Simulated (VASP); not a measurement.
# InSb3: single point with LDA

Crystal: InSb3.

```
CELL_PARAMETERS angstrom
4.70825 0.00000 0.00000
0.00000 4.70825 0.00000
0.00000 0.00000 4.70825
ATOMIC_POSITIONS crystal
Sb 0.50000 0.50000 0.00000
Sb 0.00000 0.50000 0.50000
Sb 0.50000 0.00000 0.50000
In 0.00000 0.00000 0.00000
```

This cell differs from its parent crystal: volume scaled by 0.94.

```yaml
Program: VASP 6.6.1
Task: single point
Functional: LDA
Potentials_or_basis: VASP PAW LDA potentials, release 64 (Sb, In_d)
Cutoff: 520 eV
k_mesh: 6 × 6 × 6
Occupations: fermi-dirac, width 0.05 eV
Spin: no spin polarisation
Dipole_correction: no
Further_INCAR_settings: ALGO = Normal; EDIFF = 1e-06; NBANDS = 22
```

```json
{
 "Pressure": "-0.5 GPa",
 "Band gap on the k mesh": "zero (band 14 reaches 12.20 eV, above the bottom of band 15 at 7.28 eV)"
}
```

Levels at points of the mesh, in eV from the Fermi level:
```csv
k point,band 11,band 12,band 13,band 14,band 15,band 16,band 17,band 18
"(0.00, 0.00, 0.00)",-4.55,-3.66,0.46,0.46,0.46,1.77,1.77,1.77
"(0.50, 0.00, 0.00)",-3.06,-2.26,-2.26,-1.18,-0.92,2.25,2.31,2.31
"(0.50, 0.50, 0.00)",-1.67,-1.67,-1.43,-1.16,-1.16,-0.41,0.96,3.49
"(0.50, 0.50, 0.50)",-5.29,-5.29,-5.00,3.76,3.76,3.83,3.83,3.83
```

It took 17 s on 1 thread of Intel Xeon 6455B, on a shared host, peak memory 0.19 GiB.

Caveat: spin-orbit coupling is left out, which moves the levels of the heavy elements.
